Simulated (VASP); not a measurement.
Write the native input for VASP 6.6.1 that does the following.

```yaml
Task: single point
Functional: r2SCAN
Potentials_or_basis: VASP PAW PBE potentials, release 64 (W_sv, Al, S)
Cutoff: 520 eV
k_mesh: 7 × 7 × 7
Occupations: methfessel-paxton, width 0.0511 eV
Spin: no spin polarisation
Dipole_correction: no
Further_INCAR_settings: ALGO = Normal; EDIFF = 1e-07; NBANDS = 32
```

AlWS:

```
W Al S
1.0
     3.58921    0.00000    0.00000
     1.79461   -7.79473    0.00000
     0.00000    0.00000   -3.47755
W Al S
2 2 2
Direct
  0.91002 0.17996 0.75000
  0.08998 0.82004 0.25000
  0.30058 0.39884 0.25000
  0.69942 0.60116 0.75000
  0.46450 0.07100 0.25000
  0.53550 0.92900 0.75000
```

One way to write it, as run:

POSCAR

```
AlWS
1.0
    3.5892100000      0.0000000000      0.0000000000
    1.7946050000     -7.7947280000      0.0000000000
    0.0000000000      0.0000000000     -3.4775520000
W Al S
2 2 2
Direct
    0.9100200000      0.1799600000      0.7500000000
    0.0899800000      0.8200400000      0.2500000000
    0.3005800000      0.3988400000      0.2500000000
    0.6994200000      0.6011600000      0.7500000000
    0.4645000000      0.0710000000      0.2500000000
    0.5355000000      0.9290000000      0.7500000000
```

INCAR.step1

```
SYSTEM = AlWS
  PREC = Accurate
  ENCUT = 520
  ISMEAR = 1
  SIGMA = 0.0511
  LREAL = .False.
  LASPH = .True.
  NELM = 80
  NBANDS = 32
  GGA = PE
  ALGO = Normal
  EDIFF = 1E-4
  LWAVE = .True.
  LCHARG = .False.
```

INCAR.step2

```
SYSTEM = AlWS
  PREC = Accurate
  ENCUT = 520
  EDIFF = 1E-7
  ISMEAR = 1
  SIGMA = 0.0511
  LREAL = .False.
  LASPH = .True.
  NELM = 80
  ALGO = Normal
  ISIF = 2
  LWAVE = .False.
  LCHARG = .False.
  METAGGA = R2SCAN
  LMIXTAU = .True.
  NBANDS = 32
  ISTART = 1
```

KPOINTS

```
regular mesh
0
Gamma
  7 7 7
  0 0 0
```

Potentials or basis: VASP PAW PBE potentials, release 64 (W_sv, Al, S).

Run with:

```bash
$ cat potpaw_PBE.64/W_sv/POTCAR potpaw_PBE.64/Al/POTCAR potpaw_PBE.64/S/POTCAR > POTCAR
$ cp INCAR.step1 INCAR
$ mpirun -np 1 vasp_std > vasp.out
$ cp INCAR.step2 INCAR
$ mpirun -np 1 vasp_std > vasp.out
```

Results of the run:

```
Pressure               : -3.9 GPa
Largest force          : 5.179 eV/Å
Band gap on the k mesh : zero (bands 23 and 24 overlap by 1.29 eV)
```

Caveat: the stress differs along the axes, from -14 to 5 GPa; the PAW data sets were made with another functional, which shifts forces and pressure a little; spin-orbit coupling is left out, which moves the levels of the heavy elements.

Wall time 12 min on 1 thread of Intel Xeon 8259CL, on a shared host, peak memory 0.31 GiB.
